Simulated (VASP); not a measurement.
Input of a VASP 6.6.1 run:

INCAR

```
SYSTEM = TaAs
ALGO     = Normal         ! electronic algorithm
EDIFF    = 1E-7           ! SCF threshold, eV
ENCUT    = 520            ! plane-wave cutoff, eV
GGA      = CA             ! functional
ISIF     = 2              ! what is computed and relaxed
ISMEAR   = -1             ! smearing method
LASPH    = .True.         ! aspherical terms in the spheres
LCHARG   = .False.        ! write CHGCAR
LREAL    = .False.        ! projectors in reciprocal space
LWAVE    = .False.        ! write WAVECAR
NBANDS   = 24             ! bands
NELM     = 80             ! most SCF steps
PREC     = Accurate       ! precision mode
SIGMA    = 0.05           ! smearing width, eV
```

Contents of KPOINTS:

```
k-points
0
Gamma
  11 11 11
  0 0 0
```

POSCAR

```
TaAs
1.0
   -1.6866644514      1.6866644514      5.7481540155
    1.6866644514     -1.6866644514      5.7481540155
    1.6866644514      1.6866644514     -5.7481540155
Ta As
2 2
Direct
    0.4999673000      0.4999673000      0.0000000000
    0.2499673000      0.7499673000      0.5000000000
    0.0826321200      0.0826321200      0.0000000000
    0.8326321200      0.3326321200      0.5000000000
```

Potentials or basis: VASP PAW LDA potentials, release 64 (Ta_pv, As).

Launch:

```sh
$ cat potpaw_LDA.64/Ta_pv/POTCAR potpaw_LDA.64/As/POTCAR > POTCAR
$ mpirun -np 1 vasp_std > vasp.out
```

Question: Estimate the pressure.

Answer: 5.7 GPa.

Question: What does it give for the band gap on the k mesh?

Answer: Zero (band 16 reaches 7.57 eV, above the bottom of band 17 at 7.56 eV).

Question: Predict the largest force.

Answer: 0.056 eV/Å.

Forces on the atoms (eV/Å):
```
Ta   0.000  0.000  0.056
Ta   0.000  0.000  0.056
As   0.000  0.000 -0.056
As   0.000  0.000 -0.056
```

Caveat: spin-orbit coupling is left out, which moves the levels of the heavy elements.
